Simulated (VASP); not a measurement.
# Zr2C3 (C2/m) in VASP: notebook, part 2 of 2

VASP 6.6.1. The steps go on from the part before.

### 3 Relaxation of cell and atoms, PBE

INCAR

```
PREC     = Accurate       # precision mode
ENCUT    = 600            # plane-wave cutoff, eV
EDIFF    = 1E-6           # SCF threshold, eV
ISMEAR   = 0              # smearing method
SIGMA    = 0.1            # smearing width, eV
LREAL    = F              # projectors in reciprocal space
LASPH    = T              # aspherical terms in the spheres
NELM     = 80             # most SCF steps
ALGO     = Fast           # electronic algorithm
ISIF     = 3              # what is computed and relaxed
LWAVE    = F              # write WAVECAR
LCHARG   = F              # write CHGCAR
GGA      = PE             # functional
IBRION   = 2              # ionic algorithm
NSW      = 100            # ionic steps
EDIFFG   = -0.01          # ionic threshold
```

KPOINTS

```
regular mesh
0
Gamma
  14 14 6
```

POSCAR

```
Zr2C3
1.0
    3.0419015925     -1.6781100754      0.0000000000
    3.0419015925      1.6781100754      0.0000000000
   -2.8011181673      0.0000000000      6.0074542364
Zr C
2 3
Direct
    0.7554149609      0.7554149609      0.2141194870
    0.2445850391      0.2445850391      0.7858805130
    0.0000000000      0.0000000000      0.0000000000
    0.4438625668      0.4438625668      0.5649833706
    0.5561374332      0.5561374332      0.4350166294
```

Potentials or basis: VASP PAW PBE potentials, release 64 (Zr_sv, C).

On the command line:

```
> cat potpaw_PBE.64/Zr_sv/POTCAR potpaw_PBE.64/C/POTCAR > POTCAR
> mpirun -np 1 vasp_std > vasp.out
```

OUTCAR:

```text
PREC = Accurate
   ENCUT = 600
   EDIFF = 1E-6
   ISMEAR = 0
   LREAL = F
   LASPH = T
   NELM = 80
   ISIF = 3
   GGA = PE
   IBRION = 2
   NSW = 100
   EDIFFG = -0.01

 ion  position               nearest neighbor table
   1  0.755  0.755  0.214-   5 2.26   3 2.32   3 2.32   3 2.45   5 2.46   5 2.46   4 2.70   4 2.70
                             2 3.20   2 3.27   2 3.27   2 3.70
   2  0.245  0.245  0.786-   4 2.26   3 2.32   3 2.32   3 2.45   4 2.46   4 2.46   5 2.70   5 2.70
                             1 3.20   1 3.27   1 3.27   1 3.70
   3  0.000  0.000  0.000-   1 2.32   1 2.32   2 2.32   2 2.32   1 2.45   2 2.45
   4  0.444  0.444  0.565-   5 1.31   2 2.26   2 2.46   2 2.46   1 2.70   1 2.70
   5  0.556  0.556  0.435-   4 1.31   1 2.26   1 2.46   1 2.46   2 2.70   2 2.70

  LATTYP: Found a base centered monoclinic cell.
[... 472 lines left out ...]
  free energy    TOTEN  =       -46.46363207 eV

  energy without entropy =      -46.45628517  energy(sigma->0) =      -46.45995862

 E-fermi :   9.6709     XC(G=0): -11.8957

 val. band max:        9.6708933793   @ k =  -0.2857  -0.4286   0.3333
 cond. band min:       9.6740017463   @ k =  -0.1429   0.0714  -0.0000
 fundamental gap:      0.0031083670
 Fermi energy:         9.6709127149

 k-point     1 :       0.0000    0.0000    0.0000
  band No.  band energies     occupation
      1     -39.4598      2.00000
      2     -39.3897      2.00000
      3     -17.9192      2.00000
      4     -17.3315      2.00000
      5     -17.3140      2.00000
      6     -17.2930      2.00000
[... 589 lines left out ...]
     21      11.4874      0.00000
     22      12.0827      0.00000

 [... further k-points ...]

------------------------ aborting loop because EDIFF is reached ----------------------------------------

  FORCE on cell =-STRESS in cart. coord.  units (eV):
  Direction    XX          YY          ZZ          XY          YZ          ZX
  --------------------------------------------------------------------------------------
  -------------------------------------------------------------------------------------
  Total       -0.0022602      0.0080325      0.0189133      0.0000000      0.0000000      0.0357109
  in kB       -0.0589884      0.2096403      0.4936155      0.0000000      0.0000000      0.9320133
  external PRESSURE =       0.2147558 kB  Pullay stress =       0.0000000 kB
[... 20 lines left out ...]
  FREE ENERGIE OF THE ION-ELECTRON SYSTEM (eV)
  ---------------------------------------------------
  free  energy   TOTEN  =       -46.4636320735 eV

  energy  without entropy=      -46.4562851729  energy(sigma->0) =      -46.45995862

 reached required accuracy - stopping structural energy minimisation
```

Run time: 37 min. Hardware: 1 thread of Oxide Virtual Turin-like, shared host; peak memory 0.54 GiB.

What came out:

| Property | Result |
| --- | --- |
| Free energy | -46.4636 eV |
| Relaxed volume | 12.28 Å³/atom |
| Relaxed cell | a = 3.469 Å, b = 3.469 Å, c = 6.639 Å, α = 111.65°, β = 111.65°, γ = 57.92° |
| Space group after relaxing (to 0.1 Å) | C2/m (No. 12) |
| Energy gained by relaxing | 0.1 meV/atom |
| Ionic steps | 8 |
| Pressure after relaxing | 0.0 GPa |
| Largest force after relaxing | 0.006 eV/Å |
| Band gap on the k mesh | zero (bands 18 and 19 overlap by 1.62 eV) |

Forces on the atoms (eV/Å):
```
Zr   0.002  0.000  0.003
Zr  -0.002  0.000 -0.003
C    0.000  0.000  0.000
C    0.005  0.000 -0.004
C   -0.005  0.000  0.004
```

Stress tensor (GPa, compression positive):
```
-0.01  0.00  0.09
 0.00  0.02  0.00
 0.09  0.00  0.05
```

Step by step:
| step | energy change (eV) | largest force (eV/Å) | pressure (GPa) | volume (Å³) |
| --- | --- | --- | --- | --- |
| 1 | 0.0000 | 0.0627 | 0.11 | 61.33 |
| 2 | 0.0005 | 0.2830 | -0.33 | 61.41 |
| 3 | -0.0001 | 0.0335 | 0.04 | 61.35 |
| 4 | -0.0003 | 0.0230 | -0.07 | 61.41 |
| 5 | -0.0003 | 0.0254 | -0.07 | 61.42 |
| 6 | -0.0003 | 0.0394 | 0.04 | 61.39 |
| 7 | -0.0003 | 0.0389 | 0.05 | 61.39 |
| 8 | -0.0003 | 0.0060 | 0.02 | 61.39 |

Final structure:
```cif
data_structure
_symmetry_space_group_name_H-M 'P 1'
_symmetry_Int_Tables_number 1
_cell_length_a 3.4692
_cell_length_b 3.4692
_cell_length_c 6.6391
_cell_angle_alpha 111.650
_cell_angle_beta 111.650
_cell_angle_gamma 57.918
_cell_volume 61.39
loop_
_atom_site_label
_atom_site_type_symbol
_atom_site_fract_x
_atom_site_fract_y
_atom_site_fract_z
_atom_site_occupancy
Zr1 Zr 0.75545 0.75545 0.21363 1
Zr2 Zr 0.24455 0.24455 0.78637 1
C1 C 0.00000 0.00000 0.00000 1
C2 C 0.44405 0.44405 0.56524 1
C3 C 0.55595 0.55595 0.43476 1
```

The gap in the log of VASP goes by the Fermi energy; the results here count the filled bands.